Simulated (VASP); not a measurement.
# Sc (P6_3/mmc) in VASP: a series of runs

Runs on Sc. Level: LDA. Tasks: single point.

All numbers are computed with VASP 6.6.1; they aren't measurements. Logs are shortened: lines on timing, memory, paths and dates and some standing lists are left out, and cuts for length are marked.

### Step 1. The cell of the first run

Symmetry: P6_3/mmc, No. 194, hexagonal system. The conventional cell has a = 2.476 Å, b = 2.476 Å, c = 4.245 Å, α = 90.00°, β = 90.00°, γ = 120.00°. Sc (site symmetry -6m2) has 12 Sc at 2.48 to 2.56 Å within 3.3 Å.

### Step 2. Single point, LDA (volume scaled by 0.5)

The input, INCAR:

```
ALGO = Normal ; EDIFF = 1E-6
ENCUT = 520 ; ISIF = 2
ISMEAR = -1 ; LASPH = True
LCHARG = True ; LELF = True
LREAL = False ; LVHAR = True
LWAVE = False ; NBANDS = 18
NELM = 100 ; PREC = Accurate
SIGMA = 0.05
```

The input, KPOINTS:

```
k-points
0
Gamma
  15 15 8
```

The input, POSCAR:

```
Sc
1.0
    2.4759695900      0.0000000000      0.0000000000
   -1.2379847950      2.1442525639      0.0000000000
    0.0000000000      0.0000000000      4.2451956380
Sc
2
Direct
    0.3333333333      0.6666666667      0.2500000000
    0.6666666667      0.3333333333      0.7500000000
```

Potentials or basis: VASP PAW LDA potentials, release 64 (Sc_sv).

Command:

```console
cat potpaw_LDA.64/Sc_sv/POTCAR > POTCAR
mpirun -np 1 vasp_std > vasp.out
```

OUTCAR:

```text
EDIFF = 1E-6
   ENCUT = 520
   ISIF = 2
   ISMEAR = -1
   LASPH = True
   LREAL = False
   NELM = 100
   PREC = Accurate

 ion  position               nearest neighbor table
   1  0.333  0.667  0.250-   2 2.56   2 2.56   2 2.56   2 2.56   2 2.56   2 2.56
   2  0.667  0.333  0.750-   1 2.56   1 2.56   1 2.56   1 2.56   1 2.56   1 2.56

  LATTYP: Found a hexagonal cell.
 ALAT       =     2.4759695900
 C/A-ratio  =     1.7145588763

  Lattice vectors:

 A1 = (   2.4759695900,   0.0000000000,   0.0000000000)
 A2 = (  -1.2379847950,   2.1442525639,   0.0000000000)
 A3 = (   0.0000000000,   0.0000000000,   4.2451956380)

Analysis of symmetry for initial positions (statically):
=====================================================================
 Subroutine PRICEL returns:
 Original cell was already a primitive cell.

 Routine SETGRP: Setting up the symmetry group for a
 hexagonal supercell.

 Subroutine GETGRP returns: Found 24 space group operations
 (whereof 12 operations were pure point group operations)
 out of a pool of 24 trial point group operations.

The static configuration has the point symmetry D_3d.
 The point group associated with its full space group is D_6h.

Analysis of symmetry for dynamics (positions and initial velocities):
=====================================================================
 Subroutine PRICEL returns:
 Original cell was already a primitive cell.

 Routine SETGRP: Setting up the symmetry group for a
 hexagonal supercell.

 Subroutine GETGRP returns: Found 24 space group operations
 (whereof 12 operations were pure point group operations)
 out of a pool of 24 trial point group operations.

The dynamic configuration has the point symmetry D_3d.
 The point group associated with its full space group is D_6h.

 Subroutine INISYM returns: Found 24 space group operations
 (whereof 12 operations are pure point group operations),
 and found     1 'primitive' translations

----------------------------------------------------------------------------------------

                                     Primitive cell

  volume of cell :      22.5382

  direct lattice vectors                    reciprocal lattice vectors
     2.475969590  0.000000000  0.000000000     0.403882182  0.233181486  0.000000000
    -1.237984795  2.144252564  0.000000000     0.000000000  0.466362973  0.000000000
     0.000000000  0.000000000  4.245195638     0.000000000  0.000000000  0.235560404

  length of vectors
     2.475969590  2.475969590  4.245195638     0.466362973  0.466362973  0.235560404

  position of ions in fractional coordinates (direct lattice)
     0.333333333  0.666666667  0.250000000
     0.666666667  0.333333333  0.750000000

  ion indices of the primitive-cell ions
   primitive index   ion index
                 1           1
                 2           2

----------------------------------------------------------------------------------------

 KPOINTS: k-points

Automatic generation of k-mesh.
 Grid dimensions read from file:
 generate k-points for:   15   15    8

 Generating k-lattice:

  Cartesian coordinates                     Fractional coordinates (reciprocal lattice)
     0.026925479  0.015545432  0.000000000     0.066666667  0.000000000  0.000000000
     0.000000000  0.031090865  0.000000000     0.000000000  0.066666667  0.000000000
     0.000000000  0.000000000  0.029445051     0.000000000  0.000000000  0.125000000

  Length of vectors
     0.031090865  0.031090865  0.029445051

  Shift w.r.t. Gamma in fractional coordinates (k-lattice)
     0.000000000  0.000000000  0.000000000

 Subroutine IBZKPT returns following result:
 ===========================================

 Found    135 irreducible k-points:

 Following reciprocal coordinates:
            Coordinates               Weight
  0.000000  0.000000  0.000000      1.000000
  0.066667  0.000000  0.000000      6.000000
  0.133333  0.000000  0.000000      6.000000
  0.200000  0.000000  0.000000      6.000000
  0.266667  0.000000  0.000000      6.000000
  0.333333  0.000000  0.000000      6.000000
[... 16 lines left out ...]
  0.333333  0.200000  0.000000     12.000000
  0.400000  0.200000  0.000000      6.000000
 [... further k-points ...]
   k-points           NKPTS =    135   k-points in BZ     NKDIM =    135   number of bands    NBANDS=     18
   number of dos      NEDOS =    301   number of ions     NIONS =      2
   total plane-waves  NPLWV =  10368
   dimension x,y,z NGX =    18 NGY =   18 NGZ =   32
   dimension x,y,z NGXF=    36 NGYF=   36 NGZF=   64
   ions per type =               2
   NGX,Y,Z   is equivalent  to a cutoff of  12.09, 12.09, 12.53 a.u.
   NGXF,Y,Z  is equivalent  to a cutoff of  24.17, 24.17, 25.06 a.u.
 SYSTEM =  unknown system
   PREC   = accura    normal or accurate (medium, high low for compatibility)
   ISTART =      0    job   : 0-new  1-cont  2-samecut
   ICHARG =      2    charge: 1-file 2-atom 10-const
   ISPIN  =      1    spin polarized calculation?
   LNONCOLLINEAR =      F non collinear calculations
   LSORBIT =      F    spin-orbit coupling
   LASPH  =      T    aspherical Exc in radial PAW
   ENCUT  =  520.0 eV  38.22 Ry    6.18 a.u.   4.60  4.60  7.89*2*pi/ulx,y,z
   NELM   =    100;   NELMIN=  2; NELMDL= -5     # of ELM steps
   EDIFF  = 0.1E-05   stopping-criterion for ELM
   LREAL  =      F    real-space projection
   EDIFFG = 0.1E-04   stopping-criterion for IOM
   NSW    =      0    number of steps for IOM
   IBRION =     -1    ionic relax: 0-MD 1-quasi-New 2-CG
   NFREE  =      0    steps in history (QN), initial steepest desc. (CG)
   ISIF   =      2    stress and relaxation
   ISYM   =      2    0-nonsym 1-usesym 2-fastsym
   POTIM  = 0.5000    time-step for ionic-motion
   TEBEG  =    0.0;   TEEND  =   0.0 temperature during run
   PSTRESS=    0.0 pullay stress
   NELECT =      22.0000    total number of electrons
   NUPDOWN=      -1.0000    fix difference up-down
   EMIN   =  10.00;   EMAX   =-10.00  energy-range for DOS
   EFERMI =   0.00;   METHOD = LEGACY
   ISMEAR =    -1;   SIGMA  =   0.05  broadening in eV -4-tet -1-fermi 0-gaus
   EFERMI_NEDOS =   21; number of points for ismear=-14 and -15
   IALGO  =     38    algorithm
   IMIX   =      4    mixing-type and parameters
     AMIX     =   0.40;   BMIX     =  1.00
     AMIX_MAG =   1.60;   BMIX_MAG =  1.00
  volume/ion in A,a.u.               =      11.27        76.05
  Fermi-wavevector in a.u.,A,eV,Ry     =   1.623963  3.068845 35.882034  2.637255
  Thomas-Fermi vector in A             =   2.717327
   LORBIT       =      0    0 simple, 1 ext, 2 COOP (PROOUT), +10 PAW based schemes
   GGA     = CA    functional components
   LHFCALC =     F    Hartree Fock is set to
   AEXX    =    0.0000 exact exchange contribution
   IVDW    =     0    specifies the selected vdW correction
   LEPSILON=     F    determine dielectric tensor
   LRPA    =     F    only Hartree local field effects (RPA)
 non-spin polarized calculation
  energy-cutoff  :      520.00
  volume of cell :       22.54
 maximum number of plane-waves:       622
   NGX =  9   NGY =  9   NGZ = 15

 number of electron      22.0000011 magnetization

 Free energy of the ion-electron system (eV)
  ---------------------------------------------------
  ext. energy  EPLUGINS =         0.00000000
  ---------------------------------------------------
  free energy    TOTEN  =        -8.40857157 eV

  energy without entropy =       -8.39305498  energy(sigma->0) =       -8.40081327

 E-fermi :   9.5143     XC(G=0): -13.9015

 val. band max:        9.5058829733   @ k =   0.1333   0.1333   0.0000
 cond. band min:       9.5155882959   @ k =   0.3333   0.0000   0.2500
 fundamental gap:      0.0097053226
 Fermi energy:         9.5143302982

 k-point     1 :       0.0000    0.0000    0.0000
  band No.  band energies     occupation
      1     -38.7212      2.00000
      2     -37.7196      2.00000
      3     -19.0775      2.00000
      4     -15.4958      2.00000
      5     -15.4958      2.00000
      6     -15.4080      2.00000
[... 10 lines left out ...]
     17      14.3729      0.00000
     18      14.3729      0.00000

 k-point     2 :       0.0667    0.0000    0.0000
  band No.  band energies     occupation
      1     -38.6772      2.00000
      2     -37.6921      2.00000
      3     -19.0223      2.00000
      4     -15.6621      2.00000
      5     -15.5424      2.00000
      6     -15.4187      2.00000
[... 10 lines left out ...]
     17      14.1442      0.00000
     18      14.1944      0.00000

 k-point     3 :       0.1333    0.0000    0.0000
  band No.  band energies     occupation
      1     -38.5504      2.00000
      2     -37.6146      2.00000
      3     -18.8605      2.00000
      4     -16.1233      2.00000
      5     -15.7499      2.00000
      6     -15.6679      2.00000
[... 10 lines left out ...]
     17      13.6875      0.00000
     18      13.7581      0.00000

 k-point     4 :       0.2000    0.0000    0.0000
  band No.  band energies     occupation
      1     -38.3553      2.00000
      2     -37.5017      2.00000
      3     -18.6047      2.00000
      4     -16.7805      2.00000
      5     -16.3631      2.00000
      6     -15.8410      2.00000
[... 375 lines left out ...]
      4     -17.9455      2.00000
      5     -17.4757      2.00000
      6     -16.7903      2.00000
[... 10 lines left out ...]
     17      16.8684      0.00000
     18      17.3601      0.00000

 k-point    23 :       0.3333    0.2000    0.0000
  band No.  band energies     occupation
      1     -37.4306      2.00000
      2     -37.1514      2.00000
      3     -18.5230      2.00000
      4     -18.0255      2.00000
      5     -17.1632      2.00000
      6     -17.0735      2.00000
[... 10 lines left out ...]
     17      16.7622      0.00000
     18      17.4705      0.00000

 k-point    24 :       0.4000    0.2000    0.0000
  band No.  band energies     occupation
      1     -37.3588      2.00000
      2     -37.1553      2.00000
      3     -18.6203      2.00000
      4     -18.0407      2.00000
      5     -17.1880      2.00000
      6     -17.0100      2.00000
[... 10 lines left out ...]
     17      16.7249      0.00000
     18      17.2211      0.00000

 [... further k-points ...]
[... 5 lines left out ...]
  --------------------------------------------------------------------------------------
  -------------------------------------------------------------------------------------
  Total       15.3013851     15.3013851     15.2599291      0.0000000     -0.0000000      0.0000000
  in kB     1087.7331731   1087.7331731   1084.7861851      0.0000000     -0.0000000      0.0000000
  external PRESSURE =    1086.7508437 kB  Pullay stress =       0.0000000 kB

 VOLUME and BASIS-vectors are now :
 -----------------------------------------------------------------------------
  energy-cutoff  :      520.00
  volume of cell :       22.54
      direct lattice vectors                 reciprocal lattice vectors
     2.475969590  0.000000000  0.000000000     0.403882182  0.233181486  0.000000000
    -1.237984795  2.144252564  0.000000000     0.000000000  0.466362973  0.000000000
     0.000000000  0.000000000  4.245195638     0.000000000  0.000000000  0.235560404

 POSITION                                       TOTAL-FORCE (eV/Angst)
 -----------------------------------------------------------------------------------
     -0.00000      1.42950      1.06130        -0.000000      0.000000      0.000000
      1.23798      0.71475      3.18390         0.000000     -0.000000      0.000000
 -----------------------------------------------------------------------------------
    total drift:                               -0.000000      0.000000     -0.000000

  FREE ENERGIE OF THE ION-ELECTRON SYSTEM (eV)
  ---------------------------------------------------
  free  energy   TOTEN  =        -8.4085715654 eV

  energy  without entropy=       -8.3930549817  energy(sigma->0) =       -8.40081327
```

It took 21 s on 1 thread of AMD EPYC 9R45 (Zen 5), shared host; peak memory 0.12 GiB.

What came out:

```yaml
Free_energy: -8.4086 eV
Pressure: 108.7 GPa
Band_gap_on_the_k_mesh: zero (band 11 reaches 11.03 eV, above the bottom of band 12 at 8.38 eV)
```

Stress tensor (GPa, compression positive):
```
108.77   0.00   0.00
  0.00 108.77   0.00
  0.00   0.00 108.48
```

Caveat: the cell differs from its parent crystal (volume scaled by 0.5).

### Step 3. Single point, LDA

This run uses another cell than the first one, of 13.07 Å³/atom, 1.160 times its volume.

The input, INCAR:

```
SYSTEM = Sc
PREC     = Accurate       ! precision mode
ENCUT    = 520            ! plane-wave cutoff, eV
EDIFF    = 1E-7           ! SCF threshold, eV
ISMEAR   = -4             ! smearing method
SIGMA    = 0.1            ! smearing width, eV
LREAL    = .FALSE.        ! projectors in reciprocal space
LASPH    = .TRUE.         ! aspherical terms in the spheres
NELM     = 60             ! most SCF steps
ALGO     = Normal         ! electronic algorithm
ISIF     = 2              ! what is computed and relaxed
LWAVE    = .FALSE.        ! write WAVECAR
LCHARG   = .FALSE.        ! write CHGCAR
NBANDS   = 18             ! bands
```

The input, KPOINTS:

```
regular mesh
0
G
  15 15 8
  0 0 0
```

The input, POSCAR:

```
Sc
1.0
    2.6468959195      0.0000000000      0.0000000000
   -1.3234479597      2.2922791074      0.0000000000
    0.0000000000      0.0000000000      4.3089611888
Sc
2
Direct
    0.3333333333      0.6666666667      0.2500000000
    0.6666666667      0.3333333333      0.7500000000
```

Potentials or basis: VASP PAW LDA potentials, release 64 (Sc_sv).

Command:

```console
cat potpaw_LDA.64/Sc_sv/POTCAR > POTCAR
mpirun -np 1 vasp_std > vasp.out
```

OUTCAR:

```text
SYSTEM = Sc
   PREC = Accurate
   ENCUT = 520
   EDIFF = 1E-7
   ISMEAR = -4
   LREAL = .FALSE.
   LASPH = .TRUE.
   NELM = 60
   ISIF = 2

 ion  position               nearest neighbor table
   1  0.333  0.667  0.250-   2 2.64   2 2.64   2 2.64   2 2.64   2 2.64   2 2.64
   2  0.667  0.333  0.750-   1 2.64   1 2.64   1 2.64   1 2.64   1 2.64   1 2.64

  LATTYP: Found a hexagonal cell.
 ALAT       =     2.6468959195
 C/A-ratio  =     1.6279299677

  Lattice vectors:

 A1 = (   2.6468959195,   0.0000000000,   0.0000000000)
 A2 = (  -1.3234479597,   2.2922791074,   0.0000000000)
[... 677 lines left out ...]
      5     -18.5771      2.00000
      6     -18.5170      2.00000
[... 10 lines left out ...]
     17      14.9802      0.00000
     18      15.0452      0.00000

 [... further k-points ...]
[... 5 lines left out ...]
  --------------------------------------------------------------------------------------
  -------------------------------------------------------------------------------------
  Total       11.7333546     11.7333546     11.8987048      0.0000000      0.0000000      0.0000000
  in kB      719.0446093    719.0446093    729.1776179      0.0000000      0.0000000      0.0000000
  external PRESSURE =     722.4222788 kB  Pullay stress =       0.0000000 kB

 VOLUME and BASIS-vectors are now :
 -----------------------------------------------------------------------------
  energy-cutoff  :      520.00
  volume of cell :       26.14
      direct lattice vectors                 reciprocal lattice vectors
     2.646895919  0.000000000  0.000000000     0.377801028  0.218123525  0.000000000
    -1.323447960  2.292279107  0.000000000     0.000000000  0.436247051  0.000000000
     0.000000000  0.000000000  4.308961189     0.000000000  0.000000000  0.232074497

 POSITION                                       TOTAL-FORCE (eV/Angst)
 -----------------------------------------------------------------------------------
     -0.00000      1.52819      1.07724         0.000000      0.000000      0.000000
      1.32345      0.76409      3.23172        -0.000000     -0.000000      0.000000
 -----------------------------------------------------------------------------------
    total drift:                                0.000000     -0.000000      0.000000

  FREE ENERGIE OF THE ION-ELECTRON SYSTEM (eV)
  ---------------------------------------------------
  free  energy   TOTEN  =       -10.3611987585 eV

  energy  without entropy=      -10.3611987585  energy(sigma->0) =      -10.36119876
```

OSZICAR:

```text
N       E                     dE             d eps       ncg     rms          rms(c)
DAV:   1     0.298245614191E+03    0.29825E+03   -0.11195E+04  5036   0.153E+03
DAV:   2     0.281394923419E+01   -0.29543E+03   -0.29083E+03  5650   0.568E+02
DAV:   3    -0.107160553929E+02   -0.13530E+02   -0.13166E+02  7596   0.160E+02
DAV:   4    -0.109383901688E+02   -0.22233E+00   -0.22059E+00  7288   0.174E+01
DAV:   5    -0.109404982405E+02   -0.21081E-02   -0.21071E-02  7904   0.169E+00    0.195E+01
DAV:   6    -0.104638925238E+02    0.47661E+00   -0.78880E-01  6386   0.126E+01    0.870E+00
DAV:   7    -0.103670215695E+02    0.96871E-01   -0.29868E-01  6566   0.720E+00    0.103E+00
DAV:   8    -0.103612406663E+02    0.57809E-02   -0.17077E-02  6076   0.180E+00    0.359E-02
DAV:   9    -0.103611918823E+02    0.48784E-04   -0.49060E-04  7764   0.360E-01    0.154E-02
DAV:  10    -0.103611994471E+02   -0.75648E-05   -0.14189E-05  6602   0.445E-02    0.790E-03
DAV:  11    -0.103611987627E+02    0.68443E-06   -0.88398E-07  6468   0.131E-02    0.118E-03
DAV:  12    -0.103611987585E+02    0.41423E-08   -0.43667E-08  3060   0.365E-03
   1 F= -.10361199E+02 E0= -.10361199E+02  d E =0.000000E+00
```

It took 28 s on 1 thread of AMD EPYC 9R45 (Zen 5), shared host; peak memory 0.14 GiB.

Results:

| Property | Result |
| --- | --- |
| Free energy | -10.3612 eV |
| Pressure | 72.2 GPa |
| Band gap on the k mesh | zero (band 11 reaches 10.27 eV, above the bottom of band 12 at 7.48 eV) |

Stress tensor (GPa, compression positive):
```
71.90  0.00  0.00
 0.00 71.90  0.00
 0.00  0.00 72.92
```

[end of part 1 of 2]
